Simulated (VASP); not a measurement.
# MgO (rock salt) (Fm-3m) in VASP: a series of runs

Runs on MgO (rock salt). Level: PBE. Tasks: single point, relaxation of cell and atoms.

Everything below comes from runs of VASP 6.6.1. Logs are shortened: lines on timing, memory, paths and dates and some standing lists are left out, and cuts for length are marked.

## (1) The cell of the first run

It takes space group Fm-3m (No. 225, cubic). Conventional cell: a = 3.325 Å, b = 3.325 Å, c = 3.325 Å, α = 90.00°, β = 90.00°, γ = 90.00°. Within 2.2 Å of Mg (site symmetry m-3m) lie 6 O at 1.66 Å. O (site symmetry m-3m) has 6 Mg at 1.66 Å within 2.2 Å.

## (2) Single point, PBE

File INCAR:

```
ALGO     = Normal         # electronic algorithm
EDIFF    = 1E-6           # SCF threshold, eV
ENCUT    = 600            # plane-wave cutoff, eV
GGA      = PE             # functional
GGA_COMPAT= False        
ISIF     = 2              # what is computed and relaxed
ISMEAR   = 0              # smearing method
LASPH    = True           # aspherical terms in the spheres
LCHARG   = True           # write CHGCAR
LELF     = True           # ELF
LREAL    = False          # projectors in reciprocal space
LVHAR    = True         
LWAVE    = False          # write WAVECAR
NBANDS   = 11             # bands
NELM     = 120            # most SCF steps
PREC     = Accurate       # precision mode
SIGMA    = 0.01           # smearing width, eV
```

File KPOINTS:

```
k-points
0
Gamma
  8 8 8
```

File POSCAR:

```
MgO
1.0
    0.0000000000      1.6625743373      1.6625743373
    1.6625743373      0.0000000000      1.6625743373
    1.6625743373      1.6625743373      0.0000000000
Mg O
1 1
Direct
    0.0000000000      0.0000000000      0.0000000000
    0.5000000000      0.5000000000      0.5000000000
```

Potentials or basis: VASP PAW PBE potentials, release 64 (Mg, O).

The run is started by

```console
$ cat potpaw_PBE.64/Mg/POTCAR potpaw_PBE.64/O/POTCAR > POTCAR
$ mpirun -np 1 vasp_std > vasp.out
```

OUTCAR:

```text
EDIFF = 1E-6
   ENCUT = 600
   GGA = PE
   ISIF = 2
   ISMEAR = 0
   LASPH = True
   LREAL = False
   NELM = 120
   PREC = Accurate

 ion  position               nearest neighbor table
   1  0.000  0.000  0.000-   2 1.66   2 1.66   2 1.66   2 1.66   2 1.66   2 1.66
   2  0.500  0.500  0.500-   1 1.66   1 1.66   1 1.66   1 1.66   1 1.66   1 1.66

  LATTYP: Found a face centered cubic cell.
 ALAT       =     3.3251486746

  Lattice vectors:

 A1 = (   0.0000000000,   1.6625743373,   1.6625743373)
 A2 = (   1.6625743373,   0.0000000000,   1.6625743373)
 A3 = (   1.6625743373,   1.6625743373,   0.0000000000)

Analysis of symmetry for initial positions (statically):
=====================================================================
 Subroutine PRICEL returns:
 Original cell was already a primitive cell.

 Routine SETGRP: Setting up the symmetry group for a
 face centered cubic supercell.

 Subroutine GETGRP returns: Found 48 space group operations
 (whereof 48 operations were pure point group operations)
 out of a pool of 48 trial point group operations.

The static configuration has the point symmetry O_h .

Analysis of symmetry for dynamics (positions and initial velocities):
=====================================================================
 Subroutine PRICEL returns:
 Original cell was already a primitive cell.

 Routine SETGRP: Setting up the symmetry group for a
 face centered cubic supercell.

 Subroutine GETGRP returns: Found 48 space group operations
 (whereof 48 operations were pure point group operations)
 out of a pool of 48 trial point group operations.

The dynamic configuration has the point symmetry O_h .

 Subroutine INISYM returns: Found 48 space group operations
 (whereof 48 operations are pure point group operations),
 and found     1 'primitive' translations

----------------------------------------------------------------------------------------

                                     Primitive cell

  volume of cell :       9.1912

  direct lattice vectors                    reciprocal lattice vectors
     0.000000000  1.662574337  1.662574337    -0.300738432  0.300738432  0.300738432
     1.662574337  0.000000000  1.662574337     0.300738432 -0.300738432  0.300738432
     1.662574337  1.662574337  0.000000000     0.300738432  0.300738432 -0.300738432

  length of vectors
     2.351235176  2.351235176  2.351235176     0.520894245  0.520894245  0.520894245

  position of ions in fractional coordinates (direct lattice)
     0.000000000  0.000000000  0.000000000
     0.500000000  0.500000000  0.500000000

  ion indices of the primitive-cell ions
   primitive index   ion index
                 1           1
                 2           2

----------------------------------------------------------------------------------------

 KPOINTS: k-points

Automatic generation of k-mesh.
 Grid dimensions read from file:
 generate k-points for:    8    8    8

 Generating k-lattice:

  Cartesian coordinates                     Fractional coordinates (reciprocal lattice)
    -0.037592304  0.037592304  0.037592304     0.125000000  0.000000000  0.000000000
     0.037592304 -0.037592304  0.037592304     0.000000000  0.125000000  0.000000000
     0.037592304  0.037592304 -0.037592304     0.000000000  0.000000000  0.125000000

  Length of vectors
     0.065111781  0.065111781  0.065111781

  Shift w.r.t. Gamma in fractional coordinates (k-lattice)
     0.000000000  0.000000000  0.000000000

 Subroutine IBZKPT returns following result:
 ===========================================

 Found     29 irreducible k-points:

 Following reciprocal coordinates:
            Coordinates               Weight
  0.000000  0.000000  0.000000      1.000000
  0.125000  0.000000  0.000000      8.000000
  0.250000  0.000000  0.000000      8.000000
  0.375000  0.000000  0.000000      8.000000
  0.500000  0.000000  0.000000      4.000000
  0.125000  0.125000  0.000000      6.000000
[... 16 lines left out ...]
  0.500000  0.250000  0.125000     48.000000
 -0.375000  0.250000  0.125000     24.000000
 [... further k-points ...]
   k-points           NKPTS =     29   k-points in BZ     NKDIM =     29   number of bands    NBANDS=     11
   number of dos      NEDOS =    301   number of ions     NIONS =      2
   total plane-waves  NPLWV =   8000
   dimension x,y,z NGX =    20 NGY =   20 NGZ =   20
   dimension x,y,z NGXF=    40 NGYF=   40 NGZF=   40
   ions per type =               1   1
   NGX,Y,Z   is equivalent  to a cutoff of  14.14, 14.14, 14.14 a.u.
   NGXF,Y,Z  is equivalent  to a cutoff of  28.28, 28.28, 28.28 a.u.
 SYSTEM =  unknown system
   PREC   = accura    normal or accurate (medium, high low for compatibility)
   ISTART =      0    job   : 0-new  1-cont  2-samecut
   ICHARG =      2    charge: 1-file 2-atom 10-const
   ISPIN  =      1    spin polarized calculation?
   LNONCOLLINEAR =      F non collinear calculations
   LSORBIT =      F    spin-orbit coupling
   LASPH  =      T    aspherical Exc in radial PAW
   ENCUT  =  600.0 eV  44.10 Ry    6.64 a.u.   4.70  4.70  4.70*2*pi/ulx,y,z
   NELM   =    120;   NELMIN=  2; NELMDL= -5     # of ELM steps
   EDIFF  = 0.1E-05   stopping-criterion for ELM
   LREAL  =      F    real-space projection
   EDIFFG = 0.1E-04   stopping-criterion for IOM
   NSW    =      0    number of steps for IOM
   IBRION =     -1    ionic relax: 0-MD 1-quasi-New 2-CG
   NFREE  =      0    steps in history (QN), initial steepest desc. (CG)
   ISIF   =      2    stress and relaxation
   ISYM   =      2    0-nonsym 1-usesym 2-fastsym
   POTIM  = 0.5000    time-step for ionic-motion
   TEBEG  =    0.0;   TEEND  =   0.0 temperature during run
   PSTRESS=    0.0 pullay stress
   NELECT =       8.0000    total number of electrons
   NUPDOWN=      -1.0000    fix difference up-down
   EMIN   =  10.00;   EMAX   =-10.00  energy-range for DOS
   EFERMI =   0.00;   METHOD = LEGACY
   ISMEAR =     0;   SIGMA  =   0.01  broadening in eV -4-tet -1-fermi 0-gaus
   EFERMI_NEDOS =   21; number of points for ismear=-14 and -15
   IALGO  =     38    algorithm
   IMIX   =      4    mixing-type and parameters
     AMIX     =   0.40;   BMIX     =  1.00
     AMIX_MAG =   1.60;   BMIX_MAG =  1.00
  volume/ion in A,a.u.               =       4.60        31.01
  Fermi-wavevector in a.u.,A,eV,Ry     =   1.563077  2.953788 33.241894  2.443210
  Thomas-Fermi vector in A             =   2.665902
   LORBIT       =      0    0 simple, 1 ext, 2 COOP (PROOUT), +10 PAW based schemes
   GGA     = PE    functional components
   LHFCALC =     F    Hartree Fock is set to
   AEXX    =    0.0000 exact exchange contribution
   IVDW    =     0    specifies the selected vdW correction
   LEPSILON=     F    determine dielectric tensor
   LRPA    =     F    only Hartree local field effects (RPA)
 non-spin polarized calculation
 Gauss-broadening in eV      SIGMA  =   0.01
  energy-cutoff  :      600.00
  volume of cell :        9.19
 maximum number of plane-waves:       331
   NGX =  9   NGY =  9   NGZ =  9

 number of electron       8.0000001 magnetization

 Free energy of the ion-electron system (eV)
  ---------------------------------------------------
  ext. energy  EPLUGINS =         0.00000000
  ---------------------------------------------------
  free energy    TOTEN  =        -3.38216019 eV

  energy without entropy =       -3.38216019  energy(sigma->0) =       -3.38216019

 E-fermi :  11.2249     XC(G=0): -14.9553

 val. band max:       11.1344792595   @ k =   0.0000   0.0000   0.0000
 cond. band min:      19.7138866348   @ k =   0.5000   0.5000   0.0000
 fundamental gap:      8.5794073753
 Fermi energy:        11.2248636803

 k-point     1 :       0.0000    0.0000    0.0000
  band No.  band energies     occupation
      1     -11.3428      2.00000
      2      11.1345      2.00000
      3      11.1345      2.00000
      4      11.1345      2.00000
      5      26.4740      0.00000
      6      30.4898      0.00000
      7      30.4898      0.00000
      8      30.4899      0.00000
      9      36.7663      0.00000
     10      39.7329      0.00000
     11      39.7329      0.00000

 k-point     2 :       0.1250    0.0000    0.0000
  band No.  band energies     occupation
      1     -10.8899      2.00000
      2       9.7637      2.00000
      3      10.7749      2.00000
      4      10.7749      2.00000
      5      26.9563      0.00000
      6      28.7545      0.00000
      7      31.3558      0.00000
      8      31.3558      0.00000
      9      39.8829      0.00000
     10      39.8829      0.00000
     11      41.0783      0.00000

 k-point     3 :       0.2500    0.0000    0.0000
  band No.  band energies     occupation
      1      -9.6465      2.00000
      2       6.7032      2.00000
      3       9.9788      2.00000
      4       9.9788      2.00000
      5      25.5673      0.00000
      6      30.1583      0.00000
      7      33.4597      0.00000
      8      33.4597      0.00000
      9      40.5612      0.00000
     10      40.5612      0.00000
     11      47.2385      0.00000

 k-point     4 :       0.3750    0.0000    0.0000
  band No.  band energies     occupation
      1      -8.0409      2.00000
      2       3.6452      2.00000
      3       9.2643      2.00000
      4       9.2643      2.00000
      5      24.6402      0.00000
      6      32.1021      0.00000
      7      35.4176      0.00000
      8      35.4176      0.00000
      9      42.3412      0.00000
     10      42.3412      0.00000
     11      47.4256      0.00000
[... 239 lines left out ...]
 k-point    22 :       0.3750    0.2500    0.1250
  band No.  band energies     occupation
      1      -8.7947      2.00000
      2       5.8859      2.00000
      3       8.6271      2.00000
      4       9.4251      2.00000
      5      24.8875      0.00000
      6      29.3754      0.00000
      7      35.9052      0.00000
      8      36.2217      0.00000
      9      38.7008      0.00000
     10      43.0552      0.00000
     11      51.6591      0.00000

 k-point    23 :       0.5000    0.2500    0.1250
  band No.  band energies     occupation
      1      -7.5646      2.00000
      2       4.2445      2.00000
      3       7.4044      2.00000
      4       8.8452      2.00000
      5      25.7380      0.00000
      6      29.7002      0.00000
      7      35.6809      0.00000
      8      38.3097      0.00000
      9      40.2625      0.00000
     10      44.5388      0.00000
     11      52.1909      0.00000

 k-point    24 :      -0.3750    0.2500    0.1250
  band No.  band energies     occupation
      1      -6.9479      2.00000
      2       3.4220      2.00000
      3       6.9722      2.00000
      4       8.6138      2.00000
      5      26.4058      0.00000
      6      29.5144      0.00000
      7      35.8440      0.00000
      8      38.7042      0.00000
      9      42.0670      0.00000
     10      44.3395      0.00000
     11      51.9884      0.00000

 [... further k-points ...]
[... 5 lines left out ...]
  --------------------------------------------------------------------------------------
  -------------------------------------------------------------------------------------
  Total       29.9097433     29.9097433     29.9097433      0.0000000      0.0000000     -0.0000000
  in kB     5213.7482175   5213.7482175   5213.7482175      0.0000000      0.0000000     -0.0000000
  external PRESSURE =    5213.7482175 kB  Pullay stress =       0.0000000 kB

 VOLUME and BASIS-vectors are now :
 -----------------------------------------------------------------------------
  energy-cutoff  :      600.00
  volume of cell :        9.19
      direct lattice vectors                 reciprocal lattice vectors
     0.000000000  1.662574337  1.662574337    -0.300738432  0.300738432  0.300738432
     1.662574337  0.000000000  1.662574337     0.300738432 -0.300738432  0.300738432
     1.662574337  1.662574337  0.000000000     0.300738432  0.300738432 -0.300738432

 POSITION                                       TOTAL-FORCE (eV/Angst)
 -----------------------------------------------------------------------------------
      0.00000      0.00000      0.00000        -0.000000      0.000000      0.000000
      1.66257      1.66257      1.66257         0.000000     -0.000000     -0.000000
 -----------------------------------------------------------------------------------
    total drift:                                0.000000      0.000000      0.000000

  FREE ENERGIE OF THE ION-ELECTRON SYSTEM (eV)
  ---------------------------------------------------
  free  energy   TOTEN  =        -3.3821601949 eV

  energy  without entropy=       -3.3821601949  energy(sigma->0) =       -3.38216019
```

It took 4.6 s on 1 thread of Intel Xeon Platinum 8488C (Sapphire Rapids), shared host; peak memory 0.12 GiB.

Results:

- Free energy: -3.3822 eV
- Pressure: 521.4 GPa
- Band gap on the k mesh: 8.58 eV, indirect (least direct gap 11.10 eV)

## (3) Relaxation of cell and atoms, PBE, target pressure 500 GPa, at which the enthalpy is minimised

This run uses another cell than the first one, of 4.74 Å³/atom, 1.032 times its volume.

File INCAR:

```
PREC = Accurate
ENCUT = 600
EDIFF = 1E-7
ISMEAR = 0
SIGMA = 0.01
LREAL = F
LASPH = T
NELM = 120
ALGO = Normal
ISIF = 3
LWAVE = F
LCHARG = F
GGA = PE
IBRION = 2
NSW = 80
EDIFFG = -0.001
PSTRESS = 5000.0
GGA_COMPAT = F
NELMIN = 4
```

File KPOINTS:

```
regular mesh
0
Gamma
  8 8 8
```

File POSCAR:

```
MgO
1.0
    0.0000000000      1.6800000000      1.6800000000
    1.6800000000      0.0000000000      1.6800000000
    1.6800000000      1.6800000000      0.0000000000
Mg O
1 1
Direct
    0.0000000000      0.0000000000      0.0000000000
    0.5000000000      0.5000000000      0.5000000000
```

Potentials or basis: VASP PAW PBE potentials, release 64 (Mg, O).

The run is started by

```console
$ cat potpaw_PBE.64/Mg/POTCAR potpaw_PBE.64/O/POTCAR > POTCAR
$ mpirun -np 1 vasp_std > vasp.out
```

Run time: 14 s. Hardware: 1 thread of Intel Xeon Platinum 8488C (Sapphire Rapids), shared host; peak memory 0.13 GiB.

Results (log left out):

| Property | Result |
| --- | --- |
| Free energy | -3.7358 eV |
| Relaxed volume | 4.65 Å³/atom |
| Relaxed cell | a = 2.361 Å, b = 2.361 Å, c = 2.361 Å, α = 60.00°, β = 60.00°, γ = 60.00° |
| Space group after relaxing (to 0.05 Å) | Fm-3m (No. 225) |
| Energy change on relaxing (the enthalpy is what falls) | +274.0 meV/atom |
| Ionic steps | 7 |
| Pressure after relaxing | 500.0 GPa |
| Band gap on the k mesh | 8.62 eV, indirect (least direct gap 11.12 eV) |

Step by step:
```
step  energy change (eV)  largest force (eV/Å)  pressure (GPa)  volume (Å³)
   1              0.0000                0.0000          467.09         9.48
   2              4.7878                0.0000          764.17         8.21
   3              0.5120                0.0000          497.85         9.31
   4              0.5447                0.0000          499.82         9.30
   5              0.5559                0.0000          500.51         9.30
   6              0.5050                0.0000          497.43         9.32
   7              0.5480                0.0000          500.02         9.30
```

Final structure:
```
Mg O
1.0
     0.00000    1.66920    1.66920
     1.66920    0.00000    1.66920
     1.66920    1.66920    0.00000
Mg O
1 1
Direct
  0.00000 0.00000 0.00000
  0.50000 0.50000 0.50000
```

Levels at points of the mesh, in eV from the valence-band top:
```
           k point  band 1  band 2  band 3  band 4  band 5  band 6  band 7  band 8
(0.00, 0.00, 0.00)  -22.37    0.00    0.00    0.00   15.09   19.31   19.31   19.31
(0.50, 0.00, 0.00)  -18.26   -8.80   -2.11   -2.11   13.17   21.56   24.78   24.78
(0.50, 0.50, 0.00)  -18.19   -7.52   -2.50   -2.50    8.62   20.34   22.60   32.73
```

Caveat: the cell is relaxed towards a set pressure, so the enthalpy falls and the energy may rise. A k mesh can miss the band edges.
